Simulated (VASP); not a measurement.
Here is a VASP 6.6.1 calculation.

Contents of INCAR:

```
SYSTEM = C
PREC     = Accurate       ! precision mode
ENCUT    = 520            ! plane-wave cutoff, eV
EDIFF    = 1E-6           ! SCF threshold, eV
ISMEAR   = -1             ! smearing method
SIGMA    = 0.05           ! smearing width, eV
LREAL    = .FALSE.        ! projectors in reciprocal space
LASPH    = .TRUE.         ! aspherical terms in the spheres
NELM     = 100            ! most SCF steps
ALGO     = Normal         ! electronic algorithm
ISIF     = 2              ! what is computed and relaxed
LWAVE    = .FALSE.        ! write WAVECAR
LCHARG   = .FALSE.        ! write CHGCAR
GGA      = CA             ! functional
NBANDS   = 16             ! bands
```

Contents of KPOINTS:

```
Automatic mesh
0
G
  12 12 2
  0 0 0
```

The input POSCAR:

```
C
1.0
    2.4724943874      0.0000000000      0.0000000000
   -1.2362471937      2.1412429502      0.0000000000
    0.0000000000      0.0000000000     24.2937923774
C
4
Direct
    0.6666666667      0.3333333333      0.5704754400
    0.3333333333      0.6666666667      0.4295245600
    0.0000000000      0.0000000000      0.4295312300
    0.0000000000      0.0000000000      0.5704687700
```

Potentials or basis: VASP PAW LDA potentials, release 64 (C).

Launch:

```bash
$ cat potpaw_LDA.64/C/POTCAR > POTCAR
$ mpirun -np 1 vasp_std > vasp.out
```

(1) Predict the band gap on the k mesh.

(2) Estimate the largest force.

Answers

(1) zero (filled and empty bands touch).

(2) 0.025 eV/Å.
